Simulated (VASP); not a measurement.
# Si (I4/mmm) in VASP: a series of runs, part 2 of 2

VASP 6.6.1. The steps go on from the part before.

### 3 Single point, LDA (strain -0.030 along x and y, -0.015 along z)

File INCAR:

```
SYSTEM = Si
PREC = Accurate
ENCUT = 520
EDIFF = 1E-6
ISMEAR = 0
SIGMA = 0.15
LREAL = .False.
LASPH = .True.
NELM = 100
ALGO = Normal
ISIF = 2
LWAVE = .False.
LCHARG = .False.
GGA = CA
NBANDS = 8
```

File KPOINTS:

```
Automatic mesh
0
Gamma
  28 28 28
  0 0 0
```

File POSCAR:

```
Si
1.0
   -1.5865930527      1.5865930527      1.2852401055
    1.5865930527     -1.5865930527      1.2852401055
    1.5865930527      1.5865930527     -1.2852401055
Si
1
Direct
    0.0000000000      0.0000000000      0.0000000000
```

Potentials or basis: VASP PAW LDA potentials, release 64 (Si).

Started as:

```console
$ cat potpaw_LDA.64/Si/POTCAR > POTCAR
$ mpirun -np 1 vasp_std > vasp.out
```

OUTCAR:

```text
SYSTEM = Si
   PREC = Accurate
   ENCUT = 520
   EDIFF = 1E-6
   ISMEAR = 0
   LREAL = .False.
   LASPH = .True.
   NELM = 100
   ISIF = 2
   GGA = CA

 ion  position               nearest neighbor table
   1  0.000  0.000  0.000-

  LATTYP: Found a body centered tetragonal cell.
 ALAT       =     3.1731861054
 C/A-ratio  =     0.8100628597

  Lattice vectors:

 A1 = (  -1.5865930527,   1.5865930527,   1.2852401055)
 A2 = (   1.5865930527,  -1.5865930527,   1.2852401055)
 A3 = (   1.5865930527,   1.5865930527,  -1.2852401055)
[... 443 lines left out ...]

 [... further k-points ...]

------------------------ aborting loop because EDIFF is reached ----------------------------------------

  FORCE on cell =-STRESS in cart. coord.  units (eV):
  Direction    XX          YY          ZZ          XY          YZ          ZX
  --------------------------------------------------------------------------------------
  -------------------------------------------------------------------------------------
  Total        0.7150712      0.7150712      0.7125977      0.0000000      0.0000000      0.0000000
  in kB       88.5287835     88.5287835     88.2225546      0.0000000      0.0000000      0.0000000
  external PRESSURE =      88.4267072 kB  Pullay stress =       0.0000000 kB

 VOLUME and BASIS-vectors are now :
 -----------------------------------------------------------------------------
  energy-cutoff  :      520.00
  volume of cell :       12.94
      direct lattice vectors                 reciprocal lattice vectors
    -1.586593053  1.586593053  1.285240106     0.000000000  0.315140671  0.389032367
     1.586593053 -1.586593053  1.285240106     0.315140671  0.000000000  0.389032367
     1.586593053  1.586593053 -1.285240106     0.315140671  0.315140671  0.000000000

 POSITION                                       TOTAL-FORCE (eV/Angst)
 -----------------------------------------------------------------------------------
      0.00000      0.00000      0.00000        -0.000000      0.000000      0.000000
 -----------------------------------------------------------------------------------
    total drift:                                0.000000      0.000000      0.000000

  FREE ENERGIE OF THE ION-ELECTRON SYSTEM (eV)
  ---------------------------------------------------
  free  energy   TOTEN  =        -5.5394210496 eV

  energy  without entropy=       -5.5349244419  energy(sigma->0) =       -5.53717275
```

OSZICAR:

```text
N       E                     dE             d eps       ncg     rms          rms(c)
DAV:   1    -0.297204593032E+01   -0.29720E+01   -0.18615E+03 28736   0.386E+02
DAV:   2    -0.554996663952E+01   -0.25779E+01   -0.24363E+01 39032   0.312E+01
DAV:   3    -0.556455920279E+01   -0.14593E-01   -0.14575E-01 29864   0.246E+00
DAV:   4    -0.556457321089E+01   -0.14008E-04   -0.14009E-04 43104   0.807E-02
DAV:   5    -0.556457321223E+01   -0.13433E-08   -0.20283E-08 30192   0.559E-04    0.348E+00
DAV:   6    -0.554848072468E+01    0.16092E-01   -0.41138E-03 30200   0.281E-01    0.194E+00
DAV:   7    -0.553947509828E+01    0.90056E-02   -0.77576E-03 30800   0.387E-01    0.133E-01
DAV:   8    -0.553942110804E+01    0.53990E-04   -0.26981E-05 40040   0.402E-02    0.197E-02
DAV:   9    -0.553942104963E+01    0.58410E-07   -0.12740E-07 32008   0.257E-03
   1 F= -.55394210E+01 E0= -.55371727E+01  d E =-.449661E-02
```

stdout:

```text
POSCAR found type information on POSCAR Si
 POSCAR found :  1 types and       1 ions
 scaLAPACK will be used
 LDA part: xc-table for (Slater(with rela. corr.)+CA(PZ))
 , standard interpolation
 POSCAR, INCAR and KPOINTS ok, starting setup
 FFT: planning ... GRIDC
 FFT: planning ... GRID_SOFT
 FFT: planning ... GRID
 WAVECAR not read
 entering main loop
```

Wall time 41 s (1 thread of Intel Xeon 6975P-C (Granite Rapids), shared host); peak memory 0.23 GiB.

Results:

```
Free energy            : -5.5394 eV
Pressure               : 8.8 GPa
Band gap on the k mesh : zero (band 2 reaches 21.79 eV, above the bottom of band 3 at 7.64 eV)
```

Levels at points of the mesh, in eV from the Fermi level:
| k point | band 1 | band 2 | band 3 | band 4 | band 5 | band 6 |
| --- | --- | --- | --- | --- | --- | --- |
| (0.00, 0.00, 0.00) | -15.43 | 9.72 | 10.82 | 10.82 | 13.32 | 14.98 |
| (0.50, 0.00, 0.00) | -6.87 | -6.20 | 5.15 | 6.30 | 6.96 | 9.84 |
| (0.50, 0.50, 0.00) | -8.82 | -7.91 | 9.74 | 11.78 | 12.22 | 12.58 |
| (0.50, 0.50, 0.50) | -2.56 | -2.56 | -1.27 | 0.87 | 4.50 | 7.00 |

Caveat: the cell differs from its parent crystal (strain -0.030 along x and y, -0.015 along z).

### 4 Single point, LDA (strain -0.030 along x and y, +0.000 along z)

File INCAR:

```
SYSTEM = Si
ALGO = Normal
EDIFF = 1E-6
ENCUT = 520
ISIF = 2
ISMEAR = 0
LASPH = .TRUE.
LCHARG = .FALSE.
LREAL = .FALSE.
LWAVE = .FALSE.
NBANDS = 8
NELM = 60
PREC = Accurate
SIGMA = 0.15
```

File KPOINTS:

```
k-points
0
G
  28 28 28
  0 0 0
```

File POSCAR:

```
Si
1.0
   -1.5865930527      1.5865930527      1.3048122898
    1.5865930527     -1.5865930527      1.3048122898
    1.5865930527      1.5865930527     -1.3048122898
Si
1
Direct
    0.0000000000      0.0000000000      0.0000000000
```

Started as:

```console
$ cat potpaw_LDA.64/Si/POTCAR > POTCAR
$ mpirun -np 1 vasp_std > vasp.out
```

It took 42 s on 1 thread of Intel Xeon 6975P-C (Granite Rapids), shared host; peak memory 0.24 GiB.

It converged, with:

```
Free energy            : -5.5485 eV
Pressure               : 6.8 GPa
Band gap on the k mesh : zero (band 2 reaches 21.74 eV, above the bottom of band 3 at 7.45 eV)
```

Stress tensor (GPa, compression positive):
```
7.31 0.00 0.00
0.00 7.31 0.00
0.00 0.00 5.75
```

Levels at points of the mesh, in eV from the Fermi level:
```
           k point  band 1  band 2  band 3  band 4  band 5  band 6
(0.00, 0.00, 0.00)  -15.28    9.90   10.87   10.87   13.50   14.50
(0.50, 0.00, 0.00)   -6.81   -6.26    5.11    6.38    6.99    9.77
(0.50, 0.50, 0.00)   -8.65   -7.76    9.27   11.38   12.07   12.20
(0.50, 0.50, 0.50)   -2.40   -2.40   -1.07    1.01    4.02    6.54
```

Caveat: the cell differs from its parent crystal (strain -0.030 along x and y, +0.000 along z).

### 5 Single point, LDA (strain -0.015 along x and y, -0.030 along z)

File INCAR:

```
  PREC = Accurate
  ENCUT = 520
  EDIFF = 1E-7
  ISMEAR = 0
  SIGMA = 0.15
  LREAL = False
  LASPH = True
  NELM = 100
  ALGO = Normal
  ISIF = 2
  LWAVE = False
  LCHARG = False
  NBANDS = 8
```

File KPOINTS:

```
regular mesh
0
Gamma
  28 28 28
```

File POSCAR:

```
Si
1.0
   -1.6111279968      1.6111279968      1.2656679211
    1.6111279968     -1.6111279968      1.2656679211
    1.6111279968      1.6111279968     -1.2656679211
Si
1
Direct
    0.0000000000      0.0000000000      0.0000000000
```

Started as:

```console
$ cat potpaw_LDA.64/Si/POTCAR > POTCAR
$ mpirun -np 1 vasp_std > vasp.out
```

Wall time 41 s (1 thread of Intel Xeon 6975P-C (Granite Rapids), shared host); peak memory 0.24 GiB.

It converged, with:

```
Free energy            : -5.5479 eV
Pressure               : 6.9 GPa
Band gap on the k mesh : zero (band 2 reaches 21.13 eV, above the bottom of band 3 at 7.69 eV)
```

Stress tensor (GPa, compression positive):
```
6.27 0.00 0.00
0.00 6.27 0.00
0.00 0.00 8.08
```

Levels at points of the mesh, in eV from the Fermi level:
| k point | band 1 | band 2 | band 3 | band 4 | band 5 | band 6 | band 7 |
| --- | --- | --- | --- | --- | --- | --- | --- |
| (0.00, 0.00, 0.00) | -15.29 | 9.27 | 10.21 | 10.21 | 12.73 | 15.22 | 16.17 |
| (0.50, 0.00, 0.00) | -6.71 | -5.97 | 5.01 | 6.17 | 6.65 | 9.65 | 18.99 |
| (0.50, 0.50, 0.00) | -8.98 | -7.87 | 10.28 | 12.22 | 12.47 | 12.68 | 17.20 |
| (0.50, 0.50, 0.50) | -2.78 | -2.78 | -1.80 | 0.81 | 5.32 | 7.69 | 26.19 |

Caveat: the cell differs from its parent crystal (strain -0.015 along x and y, -0.030 along z).

### 6 Single point, LDA (strain -0.030 along x and y, +0.015 along z)

File INCAR:

```
SYSTEM = Si
  PREC = Accurate
  ENCUT = 520
  EDIFF = 1E-6
  ISMEAR = 0
  SIGMA = 0.15
  LREAL = .False.
  LASPH = .True.
  NELM = 80
  ALGO = Normal
  ISIF = 2
  LWAVE = .False.
  LCHARG = .False.
  NBANDS = 8
```

File KPOINTS:

```
regular mesh
0
Gamma
  28 28 28
  0 0 0
```

File POSCAR:

```
Si
1.0
   -1.5865930527      1.5865930527      1.3243844741
    1.5865930527     -1.5865930527      1.3243844741
    1.5865930527      1.5865930527     -1.3243844741
Si
1
Direct
    0.0000000000      0.0000000000      0.0000000000
```

Potentials or basis: VASP PAW LDA potentials, release 64 (Si).

Started as:

```console
$ cat potpaw_LDA.64/Si/POTCAR > POTCAR
$ mpirun -np 1 vasp_std > vasp.out
```

Run time: 42 s. Hardware: 1 thread of Intel Xeon 6975P-C (Granite Rapids), shared host; peak memory 0.24 GiB.

The run converged. Its results:

```yaml
Free_energy: -5.5539 eV
Pressure: 4.9 GPa
Band_gap_on_the_k_mesh: zero (band 2 reaches 21.39 eV, above the bottom of band 3 at 7.31 eV)
```

Stress tensor (GPa, compression positive):
```
5.79 0.00 0.00
0.00 5.79 0.00
0.00 0.00 3.19
```

Levels at points of the mesh, in eV from the Fermi level:
| k point | band 1 | band 2 | band 3 | band 4 | band 5 | band 6 |
| --- | --- | --- | --- | --- | --- | --- |
| (0.00, 0.00, 0.00) | -15.12 | 10.08 | 10.90 | 10.90 | 13.68 | 14.05 |
| (0.50, 0.00, 0.00) | -6.75 | -6.32 | 5.07 | 6.47 | 7.03 | 9.70 |
| (0.50, 0.50, 0.00) | -8.49 | -7.61 | 8.82 | 11.00 | 11.81 | 11.91 |
| (0.50, 0.50, 0.50) | -2.24 | -2.24 | -0.89 | 1.15 | 3.57 | 6.11 |

Caveat: the cell differs from its parent crystal (strain -0.030 along x and y, +0.015 along z).

### 7 The runs side by side

| cell | gap on the mesh (eV) | pressure (GPa) |
| --- | --- | --- |
| a = 2.576 Å, angles 104.0, 104.0, 121.1°, 1 atom | none | 11.0 |
| a = 2.586 Å, angles 104.3, 104.3, 120.4°, 1 atom | none | 8.8 |
| a = 2.596 Å, angles 104.6, 104.6, 119.6°, 1 atom | none | 6.8 |
| a = 2.606 Å, angles 103.6, 103.6, 121.9°, 1 atom | none | 6.9 |
| a = 2.605 Å, angles 105.0, 105.0, 118.9°, 1 atom | none | 4.9 |

Alike in all rows: task single point; level LDA; potentials or basis VASP PAW LDA potentials, release 64 (Si); no spin polarisation; k mesh 28 × 28 × 28; cutoff (eV) 520; smearing gaussian 0.15 eV.

Absolute energies hang on the potentials; compare differences alone.
